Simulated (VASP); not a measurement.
**NbAs: single point with PBEsol**

NbAs:

```xyz
4
Lattice="-1.7198 1.7198 5.7969 1.7198 -1.7198 5.7969 1.7198 1.7198 -5.7969" Properties=species:S:1:pos:R:3 pbc="T T T"
Nb    0.0000    1.7198   -0.0144
Nb    0.0000    0.0000    8.6809
As    0.0000    1.7198    4.8374
As    0.0000    0.0000    1.9390
```

| Item | Value |
| --- | --- |
| Program | VASP 6.6.1 |
| Task | single point |
| Functional | PBEsol |
| Potentials or basis | VASP PAW PBE potentials, release 64 (Nb_sv, As) |
| Cutoff | 520 eV |
| k mesh | 11 × 11 × 11 |
| Occupations | fermi-dirac, width 0.05 eV |
| Spin | no spin polarisation |
| Dipole correction | no |
| Further INCAR settings | ALGO = Normal; EDIFF = 1e-06; NBANDS = 26 |

| Quantity | Value |
| --- | --- |
| Pressure | 0.1 GPa |
| Largest force | 0.007 eV/Å |
| Band gap on the k mesh | 0.06 eV (least direct gap 0.09 eV) |

Forces in eV/Å, atoms in the order of the input:
```
Nb   0.000  0.000 -0.007
Nb   0.000  0.000 -0.007
As   0.000  0.000  0.007
As   0.000  0.000  0.007
```

Levels at points of the mesh, in eV from the valence-band top:
| k point | band 14 | band 15 | band 16 | band 17 | band 18 | band 19 | band 20 | band 21 | band 22 | band 23 |
| --- | --- | --- | --- | --- | --- | --- | --- | --- | --- | --- |
| (0.00, 0.00, 0.00) | -2.20 | -2.08 | -1.69 | -1.36 | -1.36 | 0.73 | 1.32 | 2.54 | 3.07 | 3.07 |

Run time: 3.9 min on 1 thread of Intel(R) Xeon(R) 6975P-C (Granite Rapids), with other jobs on the host, peak memory 0.44 GiB.

Caveat: the PAW data sets were made with another functional, which shifts forces and pressure a little. A k mesh can miss the band edges.
